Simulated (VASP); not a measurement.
# InP (sol) (I-4m2) in VASP: relaxation of the atoms with PBEsol

Aim: the relaxation of the atoms of InP (sol) with PBEsol.

Program: VASP 6.6.1. These are calculated values, not measurements. Logs are shortened: lines on timing, memory, paths and dates and some standing lists are left out, and cuts for length are marked.

## Step 1: The cell of the first run

The structure is tetragonal, space group I-4m2 (No. 119). The conventional cell has a = 4.135 Å, b = 4.135 Å, c = 5.967 Å, α = 90.00°, β = 90.00°, γ = 90.00°. Within 3.4 Å of In (site symmetry -4m2) lie 4 P at 2.55 Å. Within 3.4 Å of P (site symmetry -4m2) lie 4 In at 2.55 Å.

## Step 2: Relaxation of the atoms, PBEsol (strained cell)

The input, INCAR:

```
ALGO = Normal ; EDIFF = 1E-7
EDIFFG = -0.002 ; ENCUT = 450
GGA = PS ; GGA_COMPAT = F
IBRION = 2 ; ISIF = 2
ISMEAR = 0 ; LASPH = T
LCHARG = F ; LREAL = F
LWAVE = F ; NELM = 120
NELMIN = 4 ; NSW = 60
PREC = Accurate ; SIGMA = 0.02
```

The input, KPOINTS:

```
k-points
0
Gamma
  10 10 10
```

The input, POSCAR:

```
InP
1.0
    0.0000000000      2.9238357981      2.9832759422
    2.9238357981      0.0000000000      2.9832759422
    2.9238357981      2.9238357981      0.0000000000
In P
1 1
Direct
    0.0000000000      0.0000000000      0.0000000000
    0.2500000000      0.2500000000      0.2500000000
```

Potentials or basis: VASP PAW PBE potentials, release 64 (In_d, P).

Launch:

```sh
$ cat potpaw_PBE.64/In_d/POTCAR potpaw_PBE.64/P/POTCAR > POTCAR
$ mpirun -np 1 vasp_std > vasp.out
```

OUTCAR:

```text
EDIFF = 1E-7
   EDIFFG = -0.002
   ENCUT = 450
   GGA = PS
   IBRION = 2
   ISIF = 2
   ISMEAR = 0
   LASPH = T
   LREAL = F
   NELM = 120
   NELMIN = 4
   NSW = 60
   PREC = Accurate

 ion  position               nearest neighbor table
   1  0.000  0.000  0.000-   2 2.55   2 2.55   2 2.55   2 2.55
   2  0.250  0.250  0.250-   1 2.55   1 2.55   1 2.55   1 2.55

  LATTYP: Found a body centered tetragonal cell.
 ALAT       =     4.1349282398
 C/A-ratio  =     1.4429638287

  Lattice vectors:

 A1 = (  -2.9238357981,   0.0000000000,   2.9832759422)
 A2 = (   2.9238357981,   0.0000000000,   2.9832759422)
 A3 = (   0.0000000000,   2.9238357981,  -2.9832759422)

Analysis of symmetry for initial positions (statically):
=====================================================================
 Subroutine PRICEL returns:
 Original cell was already a primitive cell.

 Routine SETGRP: Setting up the symmetry group for a
 body centered tetragonal supercell.

 Subroutine GETGRP returns: Found  8 space group operations
 (whereof  8 operations were pure point group operations)
 out of a pool of 16 trial point group operations.

The static configuration has the point symmetry D_2d.

Analysis of symmetry for dynamics (positions and initial velocities):
=====================================================================
 Subroutine PRICEL returns:
 Original cell was already a primitive cell.

 Routine SETGRP: Setting up the symmetry group for a
 body centered tetragonal supercell.

 Subroutine GETGRP returns: Found  8 space group operations
 (whereof  8 operations were pure point group operations)
 out of a pool of 16 trial point group operations.

The dynamic configuration has the point symmetry D_2d.

 Subroutine INISYM returns: Found  8 space group operations
 (whereof  8 operations are pure point group operations),
 and found     1 'primitive' translations

----------------------------------------------------------------------------------------

                                     Primitive cell

  volume of cell :      51.0070

  direct lattice vectors                    reciprocal lattice vectors
     0.000000000  2.923835798  2.983275942    -0.171008235  0.171008235  0.167600990
     2.923835798  0.000000000  2.983275942     0.171008235 -0.171008235  0.167600990
     2.923835798  2.923835798  0.000000000     0.171008235  0.171008235 -0.167600990

  length of vectors
     4.177170229  4.177170229  4.134928240     0.294240930  0.294240930  0.294240930

  position of ions in fractional coordinates (direct lattice)
     0.000000000  0.000000000  0.000000000
     0.250000000  0.250000000  0.250000000

  ion indices of the primitive-cell ions
   primitive index   ion index
                 1           1
                 2           2

----------------------------------------------------------------------------------------

 KPOINTS: k-points

Automatic generation of k-mesh.
 Grid dimensions read from file:
 generate k-points for:   10   10   10

 Generating k-lattice:

  Cartesian coordinates                     Fractional coordinates (reciprocal lattice)
    -0.017100824  0.017100824  0.016760099     0.100000000  0.000000000  0.000000000
     0.017100824 -0.017100824  0.016760099     0.000000000  0.100000000  0.000000000
     0.017100824  0.017100824 -0.016760099     0.000000000  0.000000000  0.100000000

  Length of vectors
     0.029424093  0.029424093  0.029424093

  Shift w.r.t. Gamma in fractional coordinates (k-lattice)
     0.000000000  0.000000000  0.000000000

 Subroutine IBZKPT returns following result:
 ===========================================

 Found    102 irreducible k-points:

 Following reciprocal coordinates:
            Coordinates               Weight
  0.000000  0.000000  0.000000      1.000000
  0.100000  0.000000  0.000000      8.000000
  0.200000  0.000000  0.000000      8.000000
  0.300000  0.000000  0.000000      8.000000
  0.400000  0.000000  0.000000      8.000000
  0.500000  0.000000  0.000000      4.000000
[... 16 lines left out ...]
  0.300000  0.300000  0.000000      2.000000
  0.400000  0.300000  0.000000      8.000000
 [... further k-points ...]
   k-points           NKPTS =    102   k-points in BZ     NKDIM =    102   number of bands    NBANDS=     13
   number of dos      NEDOS =    301   number of ions     NIONS =      2
   total plane-waves  NPLWV =  27000
   dimension x,y,z NGX =    30 NGY =   30 NGZ =   30
   dimension x,y,z NGXF=    60 NGYF=   60 NGZF=   60
   ions per type =               1   1
   NGX,Y,Z   is equivalent  to a cutoff of  11.94, 11.94, 12.06 a.u.
   NGXF,Y,Z  is equivalent  to a cutoff of  23.88, 23.88, 24.12 a.u.
 SYSTEM =  unknown system
   PREC   = accura    normal or accurate (medium, high low for compatibility)
   ISTART =      0    job   : 0-new  1-cont  2-samecut
   ICHARG =      2    charge: 1-file 2-atom 10-const
   ISPIN  =      1    spin polarized calculation?
   LNONCOLLINEAR =      F non collinear calculations
   LSORBIT =      F    spin-orbit coupling
   LASPH  =      T    aspherical Exc in radial PAW
   ENCUT  =  450.0 eV  33.07 Ry    5.75 a.u.   7.23  7.23  7.15*2*pi/ulx,y,z
   NELM   =    120;   NELMIN=  4; NELMDL= -5     # of ELM steps
   EDIFF  = 0.1E-06   stopping-criterion for ELM
   LREAL  =      F    real-space projection
   EDIFFG = -.2E-02   stopping-criterion for IOM
   NSW    =     60    number of steps for IOM
   IBRION =      2    ionic relax: 0-MD 1-quasi-New 2-CG
   NFREE  =      1    steps in history (QN), initial steepest desc. (CG)
   ISIF   =      2    stress and relaxation
   ISYM   =      2    0-nonsym 1-usesym 2-fastsym
   POTIM  = 0.5000    time-step for ionic-motion
   TEBEG  =    0.0;   TEEND  =   0.0 temperature during run
   PSTRESS=    0.0 pullay stress
   NELECT =      18.0000    total number of electrons
   NUPDOWN=      -1.0000    fix difference up-down
   EMIN   =  10.00;   EMAX   =-10.00  energy-range for DOS
   EFERMI =   0.00;   METHOD = LEGACY
   ISMEAR =     0;   SIGMA  =   0.02  broadening in eV -4-tet -1-fermi 0-gaus
   EFERMI_NEDOS =   21; number of points for ismear=-14 and -15
   IALGO  =     38    algorithm
   IMIX   =      4    mixing-type and parameters
     AMIX     =   0.40;   BMIX     =  1.00
     AMIX_MAG =   1.60;   BMIX_MAG =  1.00
  volume/ion in A,a.u.               =      25.50       172.11
  Fermi-wavevector in a.u.,A,eV,Ry     =   1.156882  2.186191 18.209722  1.338377
  Thomas-Fermi vector in A             =   2.293499
   LORBIT       =      0    0 simple, 1 ext, 2 COOP (PROOUT), +10 PAW based schemes
   GGA     = PS    functional components
   LHFCALC =     F    Hartree Fock is set to
   AEXX    =    0.0000 exact exchange contribution
   IVDW    =     0    specifies the selected vdW correction
   LEPSILON=     F    determine dielectric tensor
   LRPA    =     F    only Hartree local field effects (RPA)
 conjugate gradient relaxation of ions
 non-spin polarized calculation
 Gauss-broadening in eV      SIGMA  =   0.02
  energy-cutoff  :      450.00
  volume of cell :       51.01
 maximum number of plane-waves:      1119
 NGX is ok and might be reduce to    30
   NGX = 15   NGY = 15   NGZ = 15

 number of electron      18.0000003 magnetization

 Free energy of the ion-electron system (eV)
  ---------------------------------------------------
  ext. energy  EPLUGINS =         0.00000000
  ---------------------------------------------------
  free energy    TOTEN  =        -9.15480279 eV

  energy without entropy =       -9.15480279  energy(sigma->0) =       -9.15480279

 E-fermi :   5.1356     XC(G=0):  -9.4213

 val. band max:        4.9785856062   @ k =   0.0000   0.0000   0.0000
 cond. band min:       5.4881434086   @ k =   0.0000   0.0000   0.0000
 fundamental gap:      0.5095578024
 Fermi energy:         5.1356201799

 k-point     1 :       0.0000    0.0000    0.0000
  band No.  band energies     occupation
      1      -9.1811      2.00000
      2      -9.1725      2.00000
      3      -9.1725      2.00000
      4      -9.0284      2.00000
      5      -9.0266      2.00000
      6      -6.5097      2.00000
      7       4.8807      2.00000
      8       4.9786      2.00000
      9       4.9786      2.00000
     10       5.4881      0.00000
     11       8.9557      0.00000
     12       8.9557      0.00000
     13       8.9866      0.00000

 k-point     2 :       0.1000    0.0000    0.0000
  band No.  band energies     occupation
      1      -9.1883      2.00000
      2      -9.1725      2.00000
      3      -9.1677      2.00000
      4      -9.0287      2.00000
      5      -9.0264      2.00000
      6      -6.3962      2.00000
      7       3.7457      2.00000
      8       4.7864      2.00000
      9       4.8589      2.00000
     10       6.3187      0.00000
     11       9.0040      0.00000
     12       9.1452      0.00000
     13       9.1715      0.00000

 k-point     3 :       0.2000    0.0000    0.0000
  band No.  band energies     occupation
      1      -9.2179      2.00000
      2      -9.1616      2.00000
      3      -9.1563      2.00000
      4      -9.0283      2.00000
      5      -9.0247      2.00000
      6      -6.0698      2.00000
      7       2.2244      2.00000
      8       4.4962      2.00000
      9       4.5881      2.00000
     10       6.6512      0.00000
     11       9.4725      0.00000
     12       9.5351      0.00000
     13       9.6553      0.00000
[... 305 lines left out ...]
 k-point    23 :       0.3000    0.3000    0.0000
  band No.  band energies     occupation
      1      -9.3025      2.00000
      2      -9.1085      2.00000
      3      -9.1085      2.00000
      4      -9.0549      2.00000
      5      -9.0078      2.00000
      6      -5.2984      2.00000
      7       0.8308      2.00000
      8       3.2970      2.00000
      9       3.2970      2.00000
     10       7.1338      0.00000
     11       7.8764      0.00000
     12      11.9593      0.00000
     13      11.9679      0.00000

 k-point    24 :       0.4000    0.3000    0.0000
  band No.  band energies     occupation
      1      -9.3206      2.00000
      2      -9.1004      2.00000
      3      -9.0966      2.00000
      4      -9.0578      2.00000
      5      -9.0048      2.00000
      6      -4.8883      2.00000
      7       0.1303      2.00000
      8       2.8081      2.00000
      9       3.1036      2.00000
     10       7.1862      0.00000
     11       7.9553      0.00000
     12      11.6336      0.00000
     13      12.3853      0.00000

 [... further k-points ...]
[... 5 lines left out ...]
  --------------------------------------------------------------------------------------
  -------------------------------------------------------------------------------------
  Total        0.0026232      0.0026232     -0.2772000      0.0000000      0.0000000     -0.0000000
  in kB        0.0823974      0.0823974     -8.7071171      0.0000000      0.0000000     -0.0000000
  external PRESSURE =      -2.8474408 kB  Pullay stress =       0.0000000 kB

 VOLUME and BASIS-vectors are now :
 -----------------------------------------------------------------------------
  energy-cutoff  :      450.00
  volume of cell :       51.01
      direct lattice vectors                 reciprocal lattice vectors
     0.000000000  2.923835798  2.983275942    -0.171008235  0.171008235  0.167600990
     2.923835798  0.000000000  2.983275942     0.171008235 -0.171008235  0.167600990
     2.923835798  2.923835798  0.000000000     0.171008235  0.171008235 -0.167600990

 POSITION                                       TOTAL-FORCE (eV/Angst)
 -----------------------------------------------------------------------------------
      0.00000      0.00000      0.00000         0.000000      0.000000      0.000000
      1.46192      1.46192      1.49164        -0.000000     -0.000000     -0.000000
 -----------------------------------------------------------------------------------
    total drift:                                0.000000      0.000000      0.000000

  FREE ENERGIE OF THE ION-ELECTRON SYSTEM (eV)
  ---------------------------------------------------
  free  energy   TOTEN  =        -9.1548027858 eV

  energy  without entropy=       -9.1548027858  energy(sigma->0) =       -9.15480279

 reached required accuracy - stopping structural energy minimisation
```

Wall time 25 s (1 thread of Intel Xeon 6975P-C (Granite Rapids), shared host); peak memory 0.2 GiB.

What came out:

| Property | Result |
| --- | --- |
| Free energy | -9.1548 eV |
| Pressure after relaxing | -0.3 GPa |
| Band gap on the k mesh | 0.51 eV, direct |

Final structure:
```yaml
crystal:
  lattice:
    - [0.00000, 2.92384, 2.98328]
    - [2.92384, 0.00000, 2.98328]
    - [2.92384, 2.92384, 0.00000]
  atoms:
    - { symbol: In, position: [0.00000, 0.00000, 0.00000] }
    - { symbol: P, position: [0.25000, 0.25000, 0.25000] }
```

Levels at points of the mesh, in eV from the valence-band top:
| k point | band 5 | band 6 | band 7 | band 8 | band 9 | band 10 | band 11 | band 12 | band 13 |
| --- | --- | --- | --- | --- | --- | --- | --- | --- | --- |
| (0.00, 0.00, 0.00) | -14.01 | -11.49 | -0.10 | 0.00 | 0.00 | 0.51 | 3.98 | 3.98 | 4.01 |
| (0.50, 0.00, 0.00) | -13.99 | -9.78 | -5.76 | -1.06 | -0.93 | 1.33 | 4.64 | 4.77 | 6.89 |
| (0.50, 0.50, 0.00) | -13.98 | -9.18 | -5.87 | -2.26 | -2.26 | 1.70 | 2.25 | 8.85 | 9.42 |
| (0.50, 0.00, 0.50) | -13.97 | -9.11 | -5.75 | -2.38 | -2.37 | 1.59 | 2.08 | 9.04 | 9.36 |

Caveat: the cell differs from its parent crystal (strained cell); the relaxation stopped at its first step, so nothing moved; the PAW data sets were made with another functional, which shifts forces and pressure a little; spin-orbit coupling is left out, which moves the levels of the heavy elements.
